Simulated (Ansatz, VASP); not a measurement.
**Ga3AsP2: VASP beside Ansatz**

```
CELL_PARAMETERS angstrom
-1.93230 5.79707 2.73288
1.93230 -5.79707 2.73288
1.93230 5.79707 -2.73288
ATOMIC_POSITIONS crystal
P 0.33291 0.00032 0.33259
P 0.66773 0.00032 0.66741
Ga 0.57338 0.74440 0.82898
Ga 0.91542 0.74440 0.17102
Ga 0.26134 0.76134 0.50000
As 0.99922 0.99922 0.00000
```

Alike in both runs: task single point; functional r2SCAN; k mesh 6 × 6 × 6; no spin polarisation.

|  | VASP | Ansatz |
| --- | --- | --- |
| version | VASP 6.6.1 | Ansatz 0.2.0 |
| potentials or method | VASP PAW PBE potentials, release 64 (P, Ga_d, As) | plane waves, PAW |
| plane-wave cutoff (eV) | 520 | 500 |
| occupations | gaussian, width 0.01 eV | fixed |
| valence electrons in the cell | 54 | 64 |

VASP gave:

* gap on the k mesh at the Fermi level (eV): 1.73
* pressure (GPa): 2.7
* rms of the force components (eV/Å): 0.007

**Question.** Which values does Ansatz return?

**Answer.** gap on the k mesh at the Fermi level (eV): 1.73; pressure (GPa): 2.7; rms of the force components (eV/Å): 0.005.

VASP's potentials were made for PBE, not for r2SCAN. VASP's potentials hold 54 valence electrons a cell and Ansatz's 64, so a difference there can come from the potentials and not from the codes.
